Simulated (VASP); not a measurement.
# Ga2O3 (C2/m) in VASP: G0W0 quasiparticle levels with PBE

Aim: the G0W0 quasiparticle levels of Ga2O3 with PBE.

All numbers are computed with VASP 6.6.1; they aren't measurements. Logs are shortened: lines on timing, memory, paths and dates and some standing lists are left out, and cuts for length are marked.

## 1. The cell of the first run

Symmetry: C2/m, No. 12, monoclinic system. The conventional cell has a = 12.214 Å, b = 3.037 Å, c = 5.798 Å, α = 90.00°, β = 103.83°, γ = 90.00°. Ga (site symmetry m) has 6 O at 1.94 to 2.07 Å within 2.6 Å. Within 2.4 Å of Ga (site symmetry m) lie 4 O at 1.83 to 1.86 Å. O (site symmetry m) has 3 Ga at 1.83 to 1.94 Å within 2.4 Å. Within 2.5 Å of O (site symmetry m) lie 4 Ga at 1.86 to 2.07 Å. O (site symmetry m) has 3 Ga at 1.83 to 1.94 Å within 2.4 Å.

## 2. G0W0 quasiparticle levels, PBE

File POSCAR:

```
Ga2O3
1.0
    6.1070000000     -1.5185500000      0.0000000000
    6.1070000000      1.5185500000      0.0000000000
   -1.3859888959      0.0000000000      5.6300087380
Ga O
4 6
Direct
    0.3413400000      0.3413400000      0.6859800000
    0.6586600000      0.6586600000      0.3140200000
    0.9095000000      0.9095000000      0.2054000000
    0.0905000000      0.0905000000      0.7946000000
    0.5041000000      0.5041000000      0.7434000000
    0.4959000000      0.4959000000      0.2566000000
    0.8267000000      0.8267000000      0.4368000000
    0.1733000000      0.1733000000      0.5632000000
    0.8355000000      0.8355000000      0.8902000000
    0.1645000000      0.1645000000      0.1098000000
```

File INCAR.step1:

```
SYSTEM = Ga2O3
PREC = Accurate
ENCUT = 500
EDIFF = 1E-8
ISMEAR = 0
SIGMA = 0.01
LREAL = .False.
LASPH = .True.
NELM = 80
ALGO = Normal
LWAVE = .True.
LCHARG = .False.
GGA = PE
```

File INCAR.step2:

```
SYSTEM = Ga2O3
PREC = Accurate
ENCUT = 500
EDIFF = 1E-8
ISMEAR = 0
SIGMA = 0.01
LREAL = .False.
LASPH = .True.
NELM = 1
ALGO = Exact
LWAVE = .True.
LCHARG = .False.
GGA = PE
NBANDS = 246
LOPTICS = .True.
ISTART = 1
```

File INCAR.step3:

```
SYSTEM = Ga2O3
PREC = Accurate
ENCUT = 500
EDIFF = 1E-8
ISMEAR = 0
SIGMA = 0.01
LREAL = .False.
LASPH = .True.
ALGO = EVGW0
LWAVE = .False.
LCHARG = .False.
GGA = PE
NELMGW = 1
NBANDS = 246
ENCUTGW = 90.0
NOMEGA = 96
PRECFOCK = Fast
ISTART = 1
NBANDSGW = 52
OMEGAMAX = 20
```

File KPOINTS:

```
Automatic mesh
0
Gamma
  4 4 2
  0 0 0
```

Potentials or basis: VASP PAW PBE potentials, release 64 (Ga_d_GW, O_GW).

Command:

```bash
$ cat potpaw_PBE.64/Ga_d_GW/POTCAR potpaw_PBE.64/O_GW/POTCAR > POTCAR
$ cp INCAR.step1 INCAR
$ mpirun -np 1 vasp_std > vasp.out
$ cp INCAR.step2 INCAR
$ mpirun -np 1 vasp_std > vasp.out
$ cp INCAR.step3 INCAR
$ mpirun -np 1 vasp_std > vasp.out
```

OUTCAR:

```text
SYSTEM = Ga2O3
   PREC = Accurate
   ENCUT = 500
   EDIFF = 1E-8
   ISMEAR = 0
   LREAL = .False.
   LASPH = .True.
   GGA = PE
   NELMGW = 1
   ENCUTGW = 90.0
   PRECFOCK = Fast
   ISTART = 1

 ion  position               nearest neighbor table
   1  0.341  0.341  0.686-   5 1.94   9 1.94   9 1.94   8 2.01   7 2.07   7 2.07
   2  0.659  0.659  0.314-   6 1.94  10 1.94  10 1.94   7 2.01   8 2.07   8 2.07
   3  0.910  0.910  0.205-   6 1.83   6 1.83   9 1.83   7 1.86
   4  0.090  0.090  0.795-   5 1.83   5 1.83  10 1.83   8 1.86
   5  0.504  0.504  0.743-   4 1.83   4 1.83   1 1.94
   6  0.496  0.496  0.257-   3 1.83   3 1.83   2 1.94
   7  0.827  0.827  0.437-   3 1.86   2 2.01   1 2.07   1 2.07
   8  0.173  0.173  0.563-   4 1.86   1 2.01   2 2.07   2 2.07
   9  0.836  0.836  0.890-   3 1.83   1 1.94   1 1.94
  10  0.164  0.164  0.110-   4 1.83   2 1.94   2 1.94

  LATTYP: Found a base centered monoclinic cell.
 ALAT       =    12.2140000000
 B/A-ratio  =     0.2486572785
 C/A-ratio  =     0.4747093499
 COS(beta)  =    -0.2390419096

  Lattice vectors:

 A1 = (   6.1070000000,  -1.5185500000,   0.0000000000)
 A2 = (   6.1070000000,   1.5185500000,   0.0000000000)
 A3 = (  -1.3859888959,   0.0000000000,   5.6300087380)

Analysis of symmetry for initial positions (statically):
=====================================================================
 Subroutine PRICEL returns:
 Original cell was already a primitive cell.

 Routine SETGRP: Setting up the symmetry group for a
 base centered monoclinic supercell.

 Subroutine GETGRP returns: Found  4 space group operations
 (whereof  4 operations were pure point group operations)
 out of a pool of  4 trial point group operations.

The static configuration has the point symmetry C_2h.

Analysis of symmetry for dynamics (positions and initial velocities):
=====================================================================
 Subroutine PRICEL returns:
 Original cell was already a primitive cell.

 Routine SETGRP: Setting up the symmetry group for a
 base centered monoclinic supercell.

 Subroutine GETGRP returns: Found  4 space group operations
 (whereof  4 operations were pure point group operations)
 out of a pool of  4 trial point group operations.

The dynamic configuration has the point symmetry C_2h.

 Subroutine INISYM returns: Found  4 space group operations
 (whereof  4 operations are pure point group operations),
 and found     1 'primitive' translations

----------------------------------------------------------------------------------------

                                     Primitive cell

  volume of cell :     104.4230

  direct lattice vectors                    reciprocal lattice vectors
     6.107000000 -1.518550000  0.000000000     0.081873260 -0.329261467  0.020155462
     6.107000000  1.518550000  0.000000000     0.081873260  0.329261467  0.020155462
    -1.385988896  0.000000000  5.630008738     0.000000000  0.000000000  0.177619618

  length of vectors
     6.292967750  6.292967750  5.798100000     0.339886138  0.339886138  0.177619618

  position of ions in fractional coordinates (direct lattice)
     0.341340000  0.341340000  0.685980000
     0.658660000  0.658660000  0.314020000
     0.909500000  0.909500000  0.205400000
     0.090500000  0.090500000  0.794600000
     0.504100000  0.504100000  0.743400000
     0.495900000  0.495900000  0.256600000
     0.826700000  0.826700000  0.436800000
     0.173300000  0.173300000  0.563200000
     0.835500000  0.835500000  0.890200000
     0.164500000  0.164500000  0.109800000

  ion indices of the primitive-cell ions
   primitive index   ion index
                 1           1
                 2           2
                 3           3
                 4           4
                 5           5
                 6           6
                 7           7
                 8           8
                 9           9
                10          10

----------------------------------------------------------------------------------------

 KPOINTS: Automatic mesh

Automatic generation of k-mesh.
 Grid dimensions read from file:
 generate k-points for:    4    4    2

 Generating k-lattice:

  Cartesian coordinates                     Fractional coordinates (reciprocal lattice)
     0.020468315 -0.082315367  0.005038866     0.250000000  0.000000000  0.000000000
     0.020468315  0.082315367  0.005038866     0.000000000  0.250000000  0.000000000
     0.000000000  0.000000000  0.088809809     0.000000000  0.000000000  0.500000000

  Length of vectors
     0.084971534  0.084971534  0.088809809

  Shift w.r.t. Gamma in fractional coordinates (k-lattice)
     0.000000000  0.000000000  0.000000000

 Subroutine IBZKPT returns following result:
 ===========================================

 Found     14 irreducible k-points:

 Following reciprocal coordinates:
            Coordinates               Weight
  0.000000  0.000000  0.000000      1.000000
  0.250000  0.000000  0.000000      4.000000
  0.500000  0.000000  0.000000      2.000000
  0.250000  0.250000  0.000000      2.000000
  0.500000  0.250000  0.000000      4.000000
 -0.250000  0.250000  0.000000      2.000000
  0.500000  0.500000  0.000000      1.000000
  0.000000  0.000000  0.500000      1.000000
  0.250000  0.000000  0.500000      4.000000
  0.500000  0.000000  0.500000      2.000000
  0.250000  0.250000  0.500000      2.000000
  0.500000  0.250000  0.500000      4.000000
 -0.250000  0.250000  0.500000      2.000000
  0.500000  0.500000  0.500000      1.000000
   k-points           NKPTS =     14   k-points in BZ     NKDIM =     32   number of bands    NBANDS=    246
   number of dos      NEDOS =    301   number of ions     NIONS =     10
   total plane-waves  NPLWV =  96768
   dimension x,y,z NGX =    48 NGY =   48 NGZ =   42
   dimension x,y,z NGXF=    96 NGYF=   96 NGZF=   84
   ions per type =               4   6
   NGX,Y,Z   is equivalent  to a cutoff of  12.68, 12.68, 12.04 a.u.
   NGXF,Y,Z  is equivalent  to a cutoff of  25.36, 25.36, 24.08 a.u.
 SYSTEM =  Ga2O3
   PREC   = accura    normal or accurate (medium, high low for compatibility)
   ISTART =      1    job   : 0-new  1-cont  2-samecut
   ICHARG =      0    charge: 1-file 2-atom 10-const
   ISPIN  =      1    spin polarized calculation?
   LNONCOLLINEAR =      F non collinear calculations
   LSORBIT =      F    spin-orbit coupling
   LASPH  =      T    aspherical Exc in radial PAW
   ENCUT  =  500.0 eV  36.75 Ry    6.06 a.u.  11.47 11.47 10.57*2*pi/ulx,y,z
   NELM   =     60;   NELMIN=  2; NELMDL=  0     # of ELM steps
   EDIFF  = 0.1E-07   stopping-criterion for ELM
   LREAL  =      F    real-space projection
   EDIFFG = 0.1E-06   stopping-criterion for IOM
   NSW    =      0    number of steps for IOM
   IBRION =     -1    ionic relax: 0-MD 1-quasi-New 2-CG
   NFREE  =      0    steps in history (QN), initial steepest desc. (CG)
   ISIF   =      0    stress and relaxation
   ISYM   =      3    0-nonsym 1-usesym 2-fastsym
   POTIM  = 0.5000    time-step for ionic-motion
   TEBEG  =    0.0;   TEEND  =   0.0 temperature during run
   PSTRESS=    0.0 pullay stress
   NELECT =      88.0000    total number of electrons
   NUPDOWN=      -1.0000    fix difference up-down
   EMIN   =  10.00;   EMAX   =-10.00  energy-range for DOS
   EFERMI =   0.00;   METHOD = LEGACY
   ISMEAR =     0;   SIGMA  =   0.01  broadening in eV -4-tet -1-fermi 0-gaus
   EFERMI_NEDOS =   21; number of points for ismear=-14 and -15
   IALGO  =     38    algorithm
   IMIX   =      4    mixing-type and parameters
     AMIX     =   0.40;   BMIX     =  1.00
     AMIX_MAG =   1.60;   BMIX_MAG =  1.00
  volume/ion in A,a.u.               =      10.44        70.47
  Fermi-wavevector in a.u.,A,eV,Ry     =   1.546335  2.922150 32.533613  2.391153
  Thomas-Fermi vector in A             =   2.651586
   LORBIT       =      0    0 simple, 1 ext, 2 COOP (PROOUT), +10 PAW based schemes
   GGA     = PE    functional components
   LHFCALC =     T    Hartree Fock is set to
   PRECFOCK=fast      Normal, Fast or Accurate (Low or Medium for compatibility)
   ENCUT4O =  -1.0   cutoff for four orbital integrals eV
   NKREDX  =     1    reduce k-point grid by
   NKREDY  =     1    reduce k-point grid by
   NKREDZ  =     1    reduce k-point grid by
   AEXX    =    1.0000 exact exchange contribution
   HFSCREEN=    0.0000 screening length (either q_TF or 0.3 A-1)
   HFSCREENC=   0.0000 screening length for correlation (either q_TF or 0.3 A-1)
   ENCUTFOCK=  -1.0 apply spherical cutoff to Coloumb kernel
   IVDW    =     0    specifies the selected vdW correction
   LEPSILON=     F    determine dielectric tensor
   LRPA    =     F    only Hartree local field effects (RPA)
   LRPAFORCE           =     F    calculate RPA forces
   ENCUTGW             =  90.0    cutoff for response function in eV
   ENCUTGWSOFT         =  72.0    soft cutoff for Coulomb kernel in GW response function in eV
   ENCUTLF             =  -1.0    cutoff for local field effects
   NELMGW              =     1    number of iterations in solving QP/BSE equation
   NELMHF              =     1    number of iterations in the inner HF iteration
   NKREDLFX            =     1    NKREDLFY  =   1   NKREDLFZ  =   1
 non-spin polarized calculation
 Gauss-broadening in eV      SIGMA  =   0.01
  energy-cutoff  :      500.00
  volume of cell :      104.42
 maximum number of plane-waves:      2671
 NGX is ok and might be reduce to    48
  NGX = 28; NGY = 28; NGZ = 24
   NGX = 23   NGY = 23   NGZ = 21
 maximum number of plane-waves:       214
 NGX is ok and might be reduce to    24

 QP shifts <psi_nk| G(iteration)W_0 |psi_nk>: iteration 1
 for sc-GW calculations column KS-energies equals QP-energies in previous step
 and V_xc(KS)=  KS-energies - (<T + V_ion + V_H > + <T+V_H+V_ion>^1  + <V_x>^1)

 k-point   1 :       0.0000    0.0000    0.0000
  band No.  KS-energies  QP-energies   sigma(KS)   V_xc(KS)     V^pw_x(r,r')   Z            occupation Imag(sigma)

      1     -15.2024     -16.8190     -20.3567     -17.9784     -29.7586       0.6797       2.0000       1.0498
      2     -14.0522     -15.9154     -21.9717     -19.3457     -31.1264       0.7095       2.0000       0.8758
      3     -14.0181     -15.8459     -21.9875     -19.3921     -31.2265       0.7042       2.0000       0.8976
      4     -13.8918     -15.6497     -21.7904     -19.2531     -31.0769       0.6928       2.0000       0.8801
      5     -13.4166     -15.1476     -22.0104     -19.5422     -31.2375       0.7013       2.0000       0.8781
      6     -13.4057     -15.1920     -22.1434     -19.5909     -31.3711       0.6998       2.0000       0.8641
[... 44 lines left out ...]
     51      13.1666      14.8048     -12.8999     -14.9922      -8.3917       0.7829       0.0000      -0.0815
     52      13.2382      14.3478     -10.3757     -11.7507      -5.8217       0.8069       0.0000      -0.0693

 k-point   2 :       0.2500    0.0000    0.0000
  band No.  KS-energies  QP-energies   sigma(KS)   V_xc(KS)     V^pw_x(r,r')   Z            occupation Imag(sigma)

      1     -14.7554     -16.4228     -20.8178     -18.4020     -30.1528       0.6902       2.0000       1.0122
      2     -13.9729     -15.7783     -21.9634     -19.3937     -31.2117       0.7026       2.0000       0.8967
      3     -13.8926     -15.7737     -22.2107     -19.5641     -31.3797       0.7108       2.0000       0.8541
      4     -13.6911     -15.4717     -22.1384     -19.5896     -31.4207       0.6986       2.0000       0.8649
      5     -13.4264     -15.2415     -22.2573     -19.6612     -31.4849       0.6992       2.0000       0.8393
      6     -13.4107     -15.2588     -22.3401     -19.7009     -31.5710       0.7002       2.0000       0.8331
[... 44 lines left out ...]
     51      13.5165      14.8800     -11.9560     -13.6613      -7.5842       0.7996       0.0000      -0.0714
     52      14.0227      15.3031     -11.3579     -12.9571      -6.8773       0.8006       0.0000      -0.0763
[... 614 lines left out ...]
     51      13.1768      14.3872     -11.7106     -13.2270      -7.3423       0.7982       0.0000      -0.0707
     52      13.3862      14.6152     -11.6110     -13.1497      -7.2675       0.7987       0.0000      -0.0714

 k-point  14 :       0.5000    0.5000    0.5000
  band No.  KS-energies  QP-energies   sigma(KS)   V_xc(KS)     V^pw_x(r,r')   Z            occupation Imag(sigma)

      1     -14.7872     -16.4400     -20.8479     -18.4500     -30.2412       0.6893       2.0000       1.0203
      2     -14.3903     -16.1560     -21.3324     -18.8145     -30.5362       0.7013       2.0000       0.9523
      3     -14.2101     -15.9472     -21.4111     -18.9399     -30.6077       0.7029       2.0000       0.9454
      4     -13.8600     -15.6049     -21.5588     -19.0306     -30.8086       0.6902       2.0000       0.9056
      5     -13.5620     -15.3830     -22.3403     -19.7517     -31.6221       0.7035       2.0000       0.8417
      6     -13.3020     -15.1554     -22.4796     -19.8402     -31.6864       0.7022       2.0000       0.8166
[... 44 lines left out ...]
     51      13.5151      14.7939     -11.3664     -12.9581      -6.9590       0.8034       0.0000      -0.0668
     52      13.9901      15.2953     -11.0593     -12.6929      -6.4294       0.7989       0.0000      -0.0767
```

It took 47 min on 1 thread of Intel Xeon 6975P-C (Granite Rapids), shared host; peak memory 2.4 GiB.

What came out:

```
Quasiparticle gap                                   : 4.13 eV
Least direct quasiparticle gap                      : 4.16 eV
Band gap of the starting levels on the mesh         : 2.43 eV
Least direct gap of the starting levels on the mesh : 2.44 eV
```

Caveat: the k points lie up to 0.56 Å⁻¹ apart; bands, screening cutoff and mesh are small and nothing is extrapolated, so the quasiparticle values aren't converged.
